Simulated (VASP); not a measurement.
HfGe: single point with PBEsol-based global hybrid with 25 % exact exchange

Crystal: HfGe.

```
CELL_PARAMETERS angstrom
3.93351 0.00000 0.00000
-1.96675 3.40652 0.00000
0.00000 0.00000 3.50962
ATOMIC_POSITIONS crystal
Hf 0.00000 0.00000 0.50000
Ge 0.33333 0.66667 0.50000
```

| Property | Result |
| --- | --- |
| Program | VASP 6.6.1 |
| Task | single point |
| Functional | PBEsol-based global hybrid with 25 % exact exchange |
| Potentials or basis | VASP PAW PBE potentials, release 64 (Hf_pv, Ge_d) |
| Cutoff | 520 eV |
| k mesh | 4 × 4 × 4 |
| Occupations | fermi-dirac, width 0.05 eV |
| Spin | no spin polarisation |
| Dipole correction | no |
| Grid for exact exchange (PRECFOCK) | Normal |
| Share of exact exchange | 0.25 |
| Further INCAR settings | ALGO = Normal; EDIFF = 1e-06; NBANDS = 19 |

The pressure is 33.8 GPa and the band gap on the k mesh is zero (bands 12 and 13 overlap by 0.71 eV).

Stress tensor (GPa, compression positive):
```
 58.69   0.00   0.00
  0.00  58.69   0.00
  0.00   0.00 -15.85
```

Levels at points of the mesh, in eV from the Fermi level:
```csv
k point,band 9,band 10,band 11,band 12,band 13,band 14,band 15,band 16
"(0.00, 0.00, 0.00)",-11.89,-3.57,-3.57,-1.99,3.32,4.17,4.17,5.96
"(0.50, 0.00, 0.00)",-9.89,-4.84,-1.29,-0.72,0.84,2.15,3.81,4.18
"(0.00, 0.00, 0.50)",-10.64,-4.19,-3.08,-3.08,2.26,2.26,5.94,7.79
"(0.50, 0.00, 0.50)",-8.76,-4.24,-3.24,0.71,1.41,1.73,2.74,5.20
```

It took 8.6 min on 1 thread of AMD EPYC 9R45 96-Core Processor (Zen 5) (shared host), peak memory 0.15 GiB.

Caveat: the k points lie up to 0.46 Å⁻¹ apart, too coarse for converged energies and pressures of a metal; the PAW data sets were made with another functional, which shifts forces and pressure a little; spin-orbit coupling is left out, which moves the levels of the heavy elements.
